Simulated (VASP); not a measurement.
# NbSi (rocksalt type) (Fm-3m) in VASP: further runs

NbSi (rocksalt type) is run at these levels: PBE; tasks: electric field gradients.

Everything below comes from runs of VASP 6.6.1. Logs are shortened: lines on timing, memory, paths and dates and some standing lists are left out, and cuts for length are marked.

## 1. The cell of the first run

Symmetry: Fm-3m, No. 225, cubic system. Conventional cell: a = 5.043 Å, b = 5.043 Å, c = 5.043 Å, α = 90.00°, β = 90.00°, γ = 90.00°. Within 3.3 Å of Nb (site symmetry m-3m) lie 6 Si at 2.52 Å. Si (site symmetry m-3m) has 6 Nb at 2.52 Å within 3.3 Å.

## 2. Electric field gradients, PBE (16.03 Å³/atom)

Contents of INCAR:

```
SYSTEM = NbSi
PREC = Accurate ; ENCUT = 520
EDIFF = 1E-8 ; ISMEAR = -1
SIGMA = 0.05 ; LREAL = .False.
LASPH = .True. ; NELM = 80
ALGO = Normal ; ISIF = 2
LWAVE = .False. ; LCHARG = .False.
GGA = PE ; LEFG = .True.
NBANDS = 16
```

Contents of KPOINTS:

```
Automatic mesh
0
Gamma
  14 14 14
  0 0 0
```

Contents of POSCAR:

```
NbSi
1.0
    0.0000000000      2.5215598543      2.5215598543
    2.5215598543      0.0000000000      2.5215598543
    2.5215598543      2.5215598543      0.0000000000
Nb Si
1 1
Direct
    0.0000000000      0.0000000000      0.0000000000
    0.5000000000      0.5000000000      0.5000000000
```

Potentials or basis: VASP PAW PBE potentials, release 64 (Nb_sv, Si).

Command:

```
> cat potpaw_PBE.64/Nb_sv/POTCAR potpaw_PBE.64/Si/POTCAR > POTCAR
> mpirun -np 1 vasp_std > vasp.out
```

OUTCAR:

```text
SYSTEM = NbSi
   PREC = Accurate
   ENCUT = 520
   EDIFF = 1E-8
   ISMEAR = -1
   LREAL = .False.
   LASPH = .True.
   NELM = 80
   ISIF = 2
   GGA = PE

 ion  position               nearest neighbor table
   1  0.000  0.000  0.000-   2 2.52   2 2.52   2 2.52   2 2.52   2 2.52   2 2.52
   2  0.500  0.500  0.500-   1 2.52   1 2.52   1 2.52   1 2.52   1 2.52   1 2.52

  LATTYP: Found a face centered cubic cell.
 ALAT       =     5.0431197086

  Lattice vectors:

 A1 = (   0.0000000000,   2.5215598543,   2.5215598543)
 A2 = (   2.5215598543,   0.0000000000,   2.5215598543)
 A3 = (   2.5215598543,   2.5215598543,   0.0000000000)

Analysis of symmetry for initial positions (statically):
=====================================================================
 Subroutine PRICEL returns:
 Original cell was already a primitive cell.

 Routine SETGRP: Setting up the symmetry group for a
 face centered cubic supercell.

 Subroutine GETGRP returns: Found 48 space group operations
 (whereof 48 operations were pure point group operations)
 out of a pool of 48 trial point group operations.

The static configuration has the point symmetry O_h .

Analysis of symmetry for dynamics (positions and initial velocities):
=====================================================================
 Subroutine PRICEL returns:
 Original cell was already a primitive cell.

 Routine SETGRP: Setting up the symmetry group for a
 face centered cubic supercell.

 Subroutine GETGRP returns: Found 48 space group operations
 (whereof 48 operations were pure point group operations)
 out of a pool of 48 trial point group operations.

The dynamic configuration has the point symmetry O_h .

 Subroutine INISYM returns: Found 48 space group operations
 (whereof 48 operations are pure point group operations),
 and found     1 'primitive' translations

----------------------------------------------------------------------------------------

                                     Primitive cell

  volume of cell :      32.0655

  direct lattice vectors                    reciprocal lattice vectors
     0.000000000  2.521559854  2.521559854    -0.198289959  0.198289959  0.198289959
     2.521559854  0.000000000  2.521559854     0.198289959 -0.198289959  0.198289959
     2.521559854  2.521559854  0.000000000     0.198289959  0.198289959 -0.198289959

  length of vectors
     3.566024144  3.566024144  3.566024144     0.343448284  0.343448284  0.343448284

  position of ions in fractional coordinates (direct lattice)
     0.000000000  0.000000000  0.000000000
     0.500000000  0.500000000  0.500000000

  ion indices of the primitive-cell ions
   primitive index   ion index
                 1           1
                 2           2

----------------------------------------------------------------------------------------

 KPOINTS: Automatic mesh

Automatic generation of k-mesh.
 Grid dimensions read from file:
 generate k-points for:   14   14   14

 Generating k-lattice:

  Cartesian coordinates                     Fractional coordinates (reciprocal lattice)
    -0.014163568  0.014163568  0.014163568     0.071428571  0.000000000  0.000000000
     0.014163568 -0.014163568  0.014163568     0.000000000  0.071428571  0.000000000
     0.014163568  0.014163568 -0.014163568     0.000000000  0.000000000  0.071428571

  Length of vectors
     0.024532020  0.024532020  0.024532020

  Shift w.r.t. Gamma in fractional coordinates (k-lattice)
     0.000000000  0.000000000  0.000000000

 Subroutine IBZKPT returns following result:
 ===========================================

 Found    104 irreducible k-points:

 Following reciprocal coordinates:
            Coordinates               Weight
  0.000000  0.000000  0.000000      1.000000
  0.071429  0.000000  0.000000      8.000000
  0.142857  0.000000  0.000000      8.000000
  0.214286  0.000000  0.000000      8.000000
  0.285714  0.000000  0.000000      8.000000
  0.357143  0.000000  0.000000      8.000000
[... 16 lines left out ...]
  0.214286  0.142857  0.000000     24.000000
  0.285714  0.142857  0.000000     24.000000
 [... further k-points ...]
   k-points           NKPTS =    104   k-points in BZ     NKDIM =    104   number of bands    NBANDS=     16
   number of dos      NEDOS =    301   number of ions     NIONS =      2
   total plane-waves  NPLWV =  21952
   dimension x,y,z NGX =    28 NGY =   28 NGZ =   28
   dimension x,y,z NGXF=    56 NGYF=   56 NGZF=   56
   ions per type =               1   1
   NGX,Y,Z   is equivalent  to a cutoff of  13.05, 13.05, 13.05 a.u.
   NGXF,Y,Z  is equivalent  to a cutoff of  26.11, 26.11, 26.11 a.u.
 SYSTEM =  NbSi
   PREC   = accura    normal or accurate (medium, high low for compatibility)
   ISTART =      0    job   : 0-new  1-cont  2-samecut
   ICHARG =      2    charge: 1-file 2-atom 10-const
   ISPIN  =      1    spin polarized calculation?
   LNONCOLLINEAR =      F non collinear calculations
   LSORBIT =      F    spin-orbit coupling
   LASPH  =      T    aspherical Exc in radial PAW
   ENCUT  =  520.0 eV  38.22 Ry    6.18 a.u.   6.63  6.63  6.63*2*pi/ulx,y,z
   NELM   =     80;   NELMIN=  2; NELMDL= -5     # of ELM steps
   EDIFF  = 0.1E-07   stopping-criterion for ELM
   LREAL  =      F    real-space projection
   EDIFFG = 0.1E-06   stopping-criterion for IOM
   NSW    =      0    number of steps for IOM
   IBRION =     -1    ionic relax: 0-MD 1-quasi-New 2-CG
   NFREE  =      0    steps in history (QN), initial steepest desc. (CG)
   ISIF   =      2    stress and relaxation
   ISYM   =      2    0-nonsym 1-usesym 2-fastsym
   POTIM  = 0.5000    time-step for ionic-motion
   TEBEG  =    0.0;   TEEND  =   0.0 temperature during run
   PSTRESS=    0.0 pullay stress
   NELECT =      17.0000    total number of electrons
   NUPDOWN=      -1.0000    fix difference up-down
   EMIN   =  10.00;   EMAX   =-10.00  energy-range for DOS
   EFERMI =   0.00;   METHOD = LEGACY
   ISMEAR =    -1;   SIGMA  =   0.05  broadening in eV -4-tet -1-fermi 0-gaus
   EFERMI_NEDOS =   21; number of points for ismear=-14 and -15
   IALGO  =     38    algorithm
   IMIX   =      4    mixing-type and parameters
     AMIX     =   0.40;   BMIX     =  1.00
     AMIX_MAG =   1.60;   BMIX_MAG =  1.00
  volume/ion in A,a.u.               =      16.03       108.19
  Fermi-wavevector in a.u.,A,eV,Ry     =   1.324988  2.503864 23.886286  1.755592
  Thomas-Fermi vector in A             =   2.454482
   LORBIT       =      0    0 simple, 1 ext, 2 COOP (PROOUT), +10 PAW based schemes
   GGA     = PE    functional components
   LHFCALC =     F    Hartree Fock is set to
   AEXX    =    0.0000 exact exchange contribution
   IVDW    =     0    specifies the selected vdW correction
   LEPSILON=     F    determine dielectric tensor
   LRPA    =     F    only Hartree local field effects (RPA)
 non-spin polarized calculation
  energy-cutoff  :      520.00
  volume of cell :       32.07
 maximum number of plane-waves:       887
   NGX = 13   NGY = 13   NGZ = 13

 number of electron      16.9999999 magnetization

 Free energy of the ion-electron system (eV)
  ---------------------------------------------------
  ext. energy  EPLUGINS =         0.00000000
  ---------------------------------------------------
  free energy    TOTEN  =       -16.03658812 eV

  energy without entropy =      -16.02471568  energy(sigma->0) =      -16.03065190

 E-fermi :  11.1272     XC(G=0): -11.8809

 val. band max:       11.1186431435   @ k =  -0.1429   0.1429   0.0000
 cond. band min:      11.1287493859   @ k =   0.5000   0.2857   0.0714
 fundamental gap:      0.0101062424
 Fermi energy:        11.1271587401

 k-point     1 :       0.0000    0.0000    0.0000
  band No.  band energies     occupation
      1     -44.0704      2.00000
      2     -20.0998      2.00000
      3     -20.0998      2.00000
      4     -20.0998      2.00000
      5       0.0867      2.00000
      6       9.6904      2.00000
[... 8 lines left out ...]
     15      21.3478      0.00000
     16      24.9939      0.00000
[... 419 lines left out ...]
 k-point    24 :       0.2857    0.1429    0.0000
  band No.  band energies     occupation
      1     -44.0566      2.00000
      2     -20.2339      2.00000
      3     -20.1356      2.00000
      4     -20.1320      2.00000
      5       1.4634      2.00000
      6       7.5098      2.00000
[... 8 lines left out ...]
     15      21.3391      0.00000
     16      21.7184      0.00000

 [... further k-points ...]

------------------------ aborting loop because EDIFF is reached ----------------------------------------

  FORCE on cell =-STRESS in cart. coord.  units (eV):
  Direction    XX          YY          ZZ          XY          YZ          ZX
  --------------------------------------------------------------------------------------
  -------------------------------------------------------------------------------------
  Total        2.0468840      2.0468840      2.0468840      0.0000000      0.0000000     -0.0000000
  in kB      102.2741721    102.2741721    102.2741721      0.0000000      0.0000000     -0.0000000
  external PRESSURE =     102.2741721 kB  Pullay stress =       0.0000000 kB

 VOLUME and BASIS-vectors are now :
 -----------------------------------------------------------------------------
  energy-cutoff  :      520.00
  volume of cell :       32.07
      direct lattice vectors                 reciprocal lattice vectors
     0.000000000  2.521559854  2.521559854    -0.198289959  0.198289959  0.198289959
     2.521559854  0.000000000  2.521559854     0.198289959 -0.198289959  0.198289959
     2.521559854  2.521559854  0.000000000     0.198289959  0.198289959 -0.198289959

 POSITION                                       TOTAL-FORCE (eV/Angst)
 -----------------------------------------------------------------------------------
      0.00000      0.00000      0.00000         0.000000      0.000000     -0.000000
      2.52156      2.52156      2.52156         0.000000      0.000000      0.000000
 -----------------------------------------------------------------------------------
    total drift:                               -0.000000      0.000000      0.000000

  FREE ENERGIE OF THE ION-ELECTRON SYSTEM (eV)
  ---------------------------------------------------
  free  energy   TOTEN  =       -16.0365881182 eV

  energy  without entropy=      -16.0247156819  energy(sigma->0) =      -16.03065190

 Electric field gradients (V/A^2)
---------------------------------------------------------------------
 ion       V_xx      V_yy      V_zz      V_xy      V_xz      V_yz
---------------------------------------------------------------------
   1      -0.000    -0.000     0.000     0.000     0.000     0.000
   2      -0.000    -0.000    -0.000     0.000     0.000     0.000
---------------------------------------------------------------------

 Electric field gradients after diagonalization (V/A^2)
 (convention: |V_zz| > |V_xx| > |V_yy|)
----------------------------------------------------------------------
 ion       V_xx      V_yy      V_zz     asymmetry (V_yy - V_xx)/ V_zz
----------------------------------------------------------------------
   1      -0.000    -0.000     0.001       0.000
   2      -0.000    -0.000     0.000       0.000
----------------------------------------------------------------------

           NMR quadrupolar parameters

 Cq : quadrupolar parameter    Cq=e*Q*V_zz/h
 eta: asymmetry parameters     (V_yy - V_xx)/ V_zz
 Q  : nuclear electric quadrupole moment in mb (millibarn)
----------------------------------------------------------------------
 ion       Cq(MHz)       eta       Q (mb)
----------------------------------------------------------------------
   1       0.000       0.000       1.000
   2       0.000       0.000       1.000
----------------------------------------------------------------------
```

Run time: 1.8 min. Hardware: 1 thread of Intel Xeon 8259CL, shared host; peak memory 0.19 GiB.

What came out:

```yaml
Free_energy: -16.0366 eV
Pressure: 10.2 GPa
Band_gap_on_the_k_mesh: zero (an odd number of electrons rules out a gap without spin polarisation)
Largest_electric_field_gradient_by_atom: zero within the noise of the run
```

Caveat: the cell stands under pressure.

## 3. Electric field gradients, PBE (16.71 Å³/atom)

This run uses another cell than the first one, of 16.71 Å³/atom.

Contents of INCAR:

```
PREC = Accurate ; ENCUT = 520
EDIFF = 1E-8 ; ISMEAR = -1
SIGMA = 0.05 ; LREAL = False
LASPH = True ; NELM = 100
ALGO = Normal ; ISIF = 2
LWAVE = False ; LCHARG = False
GGA = PE ; LEFG = True
NBANDS = 16
```

Contents of KPOINTS:

```
regular mesh
0
Gamma
  14 14 14
```

Contents of POSCAR:

```
NbSi
1.0
    0.0000000000      2.5563778157      2.5563778157
    2.5563778157      0.0000000000      2.5563778157
    2.5563778157      2.5563778157      0.0000000000
Nb Si
1 1
Direct
    0.0000000000      0.0000000000      0.0000000000
    0.5000000000      0.5000000000      0.5000000000
```

Potentials or basis: VASP PAW PBE potentials, release 64 (Nb_sv, Si).

Command:

```
> cat potpaw_PBE.64/Nb_sv/POTCAR potpaw_PBE.64/Si/POTCAR > POTCAR
> mpirun -np 1 vasp_std > vasp.out
```

OUTCAR:

```text
PREC = Accurate
   ENCUT = 520
   EDIFF = 1E-8
   ISMEAR = -1
   LREAL = False
   LASPH = True
   NELM = 100
   ISIF = 2
   GGA = PE

 ion  position               nearest neighbor table
   1  0.000  0.000  0.000-   2 2.56   2 2.56   2 2.56   2 2.56   2 2.56   2 2.56
   2  0.500  0.500  0.500-   1 2.56   1 2.56   1 2.56   1 2.56   1 2.56   1 2.56

  LATTYP: Found a face centered cubic cell.
 ALAT       =     5.1127556314

  Lattice vectors:

 A1 = (   0.0000000000,   2.5563778157,   2.5563778157)
 A2 = (   2.5563778157,   0.0000000000,   2.5563778157)
 A3 = (   2.5563778157,   2.5563778157,   0.0000000000)

Analysis of symmetry for initial positions (statically):
[... 665 lines left out ...]
  free  energy   TOTEN  =       -16.0916644157 eV

  energy  without entropy=      -16.0794203044  energy(sigma->0) =      -16.08554236

 Electric field gradients (V/A^2)
---------------------------------------------------------------------
 ion       V_xx      V_yy      V_zz      V_xy      V_xz      V_yz
---------------------------------------------------------------------
   1       0.000    -0.000     0.000     0.000     0.000     0.000
   2       0.000    -0.000    -0.000     0.000     0.000     0.000
---------------------------------------------------------------------

 Electric field gradients after diagonalization (V/A^2)
 (convention: |V_zz| > |V_xx| > |V_yy|)
----------------------------------------------------------------------
 ion       V_xx      V_yy      V_zz     asymmetry (V_yy - V_xx)/ V_zz
----------------------------------------------------------------------
   1      -0.000    -0.000     0.001       0.000
   2      -0.000    -0.000     0.000       0.000
----------------------------------------------------------------------

           NMR quadrupolar parameters

 Cq : quadrupolar parameter    Cq=e*Q*V_zz/h
 eta: asymmetry parameters     (V_yy - V_xx)/ V_zz
 Q  : nuclear electric quadrupole moment in mb (millibarn)
----------------------------------------------------------------------
 ion       Cq(MHz)       eta       Q (mb)
----------------------------------------------------------------------
   1       0.000       0.000       1.000
   2       0.000       0.000       1.000
----------------------------------------------------------------------
```

OSZICAR:

```text
N       E                     dE             d eps       ncg     rms          rms(c)
DAV:   1     0.122387732387E+03    0.12239E+03   -0.82505E+03  3328   0.996E+02
DAV:   2    -0.120162216238E+02   -0.13440E+03   -0.12773E+03  4096   0.336E+02
DAV:   3    -0.171213042190E+02   -0.51051E+01   -0.49917E+01  5296   0.554E+01
DAV:   4    -0.173279017903E+02   -0.20660E+00   -0.20636E+00  4408   0.104E+01
DAV:   5    -0.173341533822E+02   -0.62516E-02   -0.62510E-02  5272   0.168E+00    0.882E+00
DAV:   6    -0.160846026745E+02    0.12496E+01   -0.30803E+00  5488   0.158E+01    0.271E+00
DAV:   7    -0.160911650101E+02   -0.65623E-02   -0.12503E-01  3856   0.294E+00    0.167E+00
DAV:   8    -0.160917032570E+02   -0.53825E-03   -0.20520E-02  6128   0.981E-01    0.343E-01
DAV:   9    -0.160916202677E+02    0.82989E-04   -0.74967E-04  4304   0.209E-01    0.142E-01
DAV:  10    -0.160916680721E+02   -0.47804E-04   -0.17699E-04  3952   0.144E-01    0.129E-02
DAV:  11    -0.160916658429E+02    0.22292E-05   -0.71246E-06  5200   0.294E-02    0.912E-03
DAV:  12    -0.160916643239E+02    0.15190E-05   -0.97331E-07  4336   0.125E-02    0.254E-03
DAV:  13    -0.160916643102E+02    0.13732E-07   -0.82930E-08  5168   0.215E-03    0.195E-03
DAV:  14    -0.160916644058E+02   -0.95607E-07   -0.70914E-09  2648   0.109E-03    0.579E-04
DAV:  15    -0.160916644188E+02   -0.13013E-07   -0.11266E-09  2392   0.343E-04    0.116E-04
DAV:  16    -0.160916644157E+02    0.30589E-08   -0.23705E-10  2192   0.183E-04
   1 F= -.16091664E+02 E0= -.16085542E+02  d E =-.122441E-01
```

stdout:

```text
POSCAR found type information on POSCAR NbSi
 POSCAR found :  2 types and       2 ions
 scaLAPACK will be used
 LDA part: xc-table for (Slater+PW92), standard interpolation
 POSCAR, INCAR and KPOINTS ok, starting setup
 FFT: planning ... GRIDC
 FFT: planning ... GRID_SOFT
 FFT: planning ... GRID
 WAVECAR not read
 entering main loop
ion   1

ion   2
```

Wall time 1.7 min (1 thread of Intel Xeon 8259CL, shared host); peak memory 0.2 GiB.

Results:

* Free energy: -16.0917 eV
* Pressure: 3.0 GPa
* Band gap on the k mesh: zero (an odd number of electrons rules out a gap without spin polarisation)
* Largest electric field gradient by atom: zero within the noise of the run
